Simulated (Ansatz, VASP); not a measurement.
SrCl2 in VASP and in Ansatz

```xyz
3
Lattice="2.0857 1.2042 6.1350 -2.0857 1.2042 6.1350 0.0000 -2.4084 6.1350" Properties=species:S:1:pos:R:3 pbc="T T T"
Sr    0.0000    0.0000    0.0037
Cl    0.0000    0.0000    7.7812
Cl    0.0000    0.0000    4.4852
```

Alike in both runs: task single point; functional r2SCAN; k mesh 6 × 6 × 6; no spin polarisation.

|  | VASP | Ansatz |
| --- | --- | --- |
| version | VASP 6.6.1 | Ansatz 0.2.0 |
| potentials or method | VASP PAW PBE potentials, release 64 (Sr_sv, Cl) | plane waves |
| plane-wave cutoff (eV) | 520 | 500 |
| occupations | methfessel-paxton of order 1, width 0.5 eV | cold, width 0.5 eV |
| valence electrons in the cell | 24 | 24 |

|  | VASP | Ansatz | Ansatz less VASP |
| --- | --- | --- | --- |
| gap on the k mesh at the Fermi level (eV) | 4.89 | 4.87 | -0.021 |
| pressure (GPa) | 0.6 | 0.6 | +0.01 |
| traceless stress, the component that is largest in VASP (GPa) | -0.11 | -0.03 | +0.085 |
| rms of the force components (eV/Å) | 0.000 | 0.006 | +0.0052 |

VASP's potentials were made for PBE, not for r2SCAN. Atom by atom the forces differ by 0.006 eV/Å (rms over components).
